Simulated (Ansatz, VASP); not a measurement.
## TiSn3O8: VASP beside Ansatz

```xyz
12
Lattice="-3.1772 -3.3809 3.3861 -3.1771 3.3807 -3.3861 3.1771 -3.3758 -3.3812" Properties=species:S:1:pos:R:3 pbc="T T T"
Ti   -3.1772   -3.3759   -3.3812
Sn   -3.1772   -0.0001    0.0000
Sn   -1.5962    0.0024   -3.3836
Sn   -1.5811   -3.3783    0.0024
O    -0.0001   -2.0253    0.0029
O    -3.1773   -2.0539    0.0039
O     1.6661   -3.3749   -2.0991
O    -1.6663   -3.3750   -2.0991
O    -0.0001   -4.7313    0.0021
O     0.0000   -1.3220   -3.3852
O    -1.5109   -0.0009   -1.2821
O    -4.8435   -0.0010   -1.2821
```

Change from the starting cell: cell x1, atoms moved at random (sigma 0.1 Å) and cell strained at random (1.5 %), then relaxed without symmetry.

Alike in both runs: functional PBE; k mesh 4 × 4 × 4; occupations gaussian, width 0.1 eV; no spin polarisation.

Ansatz relaxed the structure, and its values are those at the end. VASP's run is a single point on that final structure, the one shown.

|  | VASP | Ansatz |
| --- | --- | --- |
| version | VASP 6.6.1 | Ansatz 0.2.0 |
| potentials or method | VASP PAW PBE potentials, release 64 (Ti_sv, Sn_d, O), cutoff 520 eV | scalar-relativistic, plane waves, PAW |
| valence electrons in the cell | 102 | 102 |

Ansatz gave:

| Item | Value |
| --- | --- |
| gap on the k mesh at the Fermi level (eV) | 1.72 |
| least direct gap on the mesh (eV) | 1.72 |
| pressure (GPa) | 0.0 |
| rms of the force components (eV/Å) | 0.000 |

Q: Which values does VASP return?

A: gap on the k mesh at the Fermi level (eV): 1.71; least direct gap on the mesh (eV): 1.71; pressure (GPa): 0.6; rms of the force components (eV/Å): 0.009.
